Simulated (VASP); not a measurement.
**InPd: single point with PBEsol**

Crystal: InPd.

```
CELL_PARAMETERS angstrom
3.36202 -0.51723 -0.51723
-0.51723 3.36202 -0.51723
-0.51723 -0.51723 3.36202
ATOMIC_POSITIONS crystal
In 0.00000 0.00000 0.00000
Pd 0.50000 0.50000 0.50000
```

This cell differs from its parent crystal: ratio of the length along [111] to the lengths across it x 0.6, volume and fractional coordinates fixed.

```
Program                : VASP 6.6.1
Task                   : single point
Functional             : PBEsol
Potentials or basis    : VASP PAW PBE potentials, release 64 (In_d, Pd)
Cutoff                 : 520 eV
k mesh                 : 16 × 16 × 16
Occupations            : gaussian, width 0.15 eV
Spin                   : no spin polarisation
Dipole correction      : no
Further INCAR settings : ALGO = Fast; EDIFF = 1e-06; NBANDS = 18
```

```
Pressure               : 85.5 GPa
Band gap on the k mesh : zero (an odd number of electrons rules out a gap without spin polarisation)
```

Stress tensor (GPa, compression positive):
```
85.52 90.15 90.15
90.15 85.52 90.15
90.15 90.15 85.52
```

Levels at points of the mesh, in eV from the Fermi level:
```csv
k point,band 9,band 10,band 11,band 12,band 13,band 14
"(0.00, 0.00, 0.00)",-2.99,-2.74,-2.74,5.79,6.27,6.27
"(0.50, 0.00, 0.00)",-4.84,-3.31,-3.09,-1.68,7.07,7.28
"(0.50, 0.50, 0.00)",-3.00,-2.96,-2.24,-0.40,1.48,5.20
"(0.50, 0.50, 0.50)",-2.65,-2.65,-1.72,2.20,2.62,2.62
```

Wall time 2.1 min on 1 thread of Intel(R) Xeon(R) 6975P-C (Granite Rapids), on a shared host, peak memory 0.37 GiB.

Caveat: the cell stands under pressure; the PAW data sets were made with another functional, which shifts forces and pressure a little; spin-orbit coupling is left out, which moves the levels of the heavy elements.
